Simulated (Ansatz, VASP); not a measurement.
# One calculation of W2Se3, two programs

File INCAR:

```
  PREC = Accurate
  ENCUT = 520
  EDIFF = 1E-6
  ISMEAR = 0
  SIGMA = 0.05
  LREAL = F
  LASPH = T
  NELM = 100
  ALGO = Normal
  ISIF = 2
  LWAVE = F
  LCHARG = F
  LDIPOL = T
  IDIPOL = 3
  DIPOL = 0.5 0.5 0.500
  GGA = PE
  NBANDS = 57
```

Contents of KPOINTS:

```
regular mesh
0
Gamma
  9 9 1
```

The input POSCAR:

```
W2Se3
1.0
    3.3204874748      0.0000000000      0.0000000000
   -1.6602437374      2.8756265061      0.0000000000
    0.0000000000      0.0000000000     47.4716560899
W Se
4 6
Direct
    0.3333333333      0.6666666667      0.1579890111
    0.6666666667      0.3333333333      0.3185187428
    0.3333333333      0.6666666667      0.6814812572
    0.6666666667      0.3333333333      0.8420109889
    0.6666666667      0.3333333333      0.1933437725
    0.3333333333      0.6666666667      0.2831639814
    0.3333333333      0.6666666667      0.3538690257
    0.6666666667      0.3333333333      0.6461309743
    0.6666666667      0.3333333333      0.7168360186
    0.3333333333      0.6666666667      0.8066562275
```

Input for Ansatz:

```yaml
crystal:
  lattice:
    - [3.3204874748, 0.0, 0.0]
    - [-1.6602437374, 2.8756265061, 0.0]
    - [0.0, 0.0, 47.4716560899]
  atoms:
    - { symbol: W, position: [0.3333333333, 0.6666666667, 0.1579890111] }
    - { symbol: Se, position: [0.6666666667, 0.3333333333, 0.1933437725] }
    - { symbol: Se, position: [0.3333333333, 0.6666666667, 0.2831639814] }
    - { symbol: W, position: [0.6666666667, 0.3333333333, 0.3185187428] }
    - { symbol: Se, position: [0.3333333333, 0.6666666667, 0.3538690257] }
    - { symbol: Se, position: [0.6666666667, 0.3333333333, 0.6461309743] }
    - { symbol: W, position: [0.3333333333, 0.6666666667, 0.6814812572] }
    - { symbol: Se, position: [0.6666666667, 0.3333333333, 0.7168360186] }
    - { symbol: Se, position: [0.3333333333, 0.6666666667, 0.8066562275] }
    - { symbol: W, position: [0.6666666667, 0.3333333333, 0.8420109889] }
basis:
  ecutwfc: 420
kpoints:
  mp_grid: { grid: [9, 9, 1] }
hamiltonian:
  xc: pbe
scf:
  occupations: { method: gaussian, width: 0.05 }
output:
  forces: true
  stress: true
  eigenvalues: true
  write_density: true
  write_potential: true
  elf: true
  volumetric_format: npy
efield:
  axis: 3
  dipole_correction: true
  ramp_width: 0.04
```

Alike in both runs: task single point; functional PBE; k mesh 9 × 9 × 1; occupations gaussian, width 0.05 eV; no spin polarisation.

|  | VASP | Ansatz |
| --- | --- | --- |
| version | VASP 6.6.1 | Ansatz 0.2.0 |
| potentials or method | VASP PAW PBE potentials, release 64 (W_sv, Se), cutoff 520 eV | scalar-relativistic, plane waves, PAW |
| valence electrons in the cell | 92 | 152 |

VASP gave:

| Item | Value |
| --- | --- |
| gap on the k mesh at the Fermi level (eV) | 0.34 |
| least direct gap on the mesh (eV) | 0.76 |
| rms of the force components (eV/Å) | 0.244 |

Question: What did Ansatz give for the same quantities?

Answer: gap on the k mesh at the Fermi level (eV): 0.34; least direct gap on the mesh (eV): 0.76; rms of the force components (eV/Å): 0.254.

VASP's potentials hold 92 valence electrons a cell and Ansatz's 152, so a difference there can come from the potentials and not from the codes. Ansatz's warnings: xc potential rough in thin density.

Neither program's run includes spin-orbit coupling.
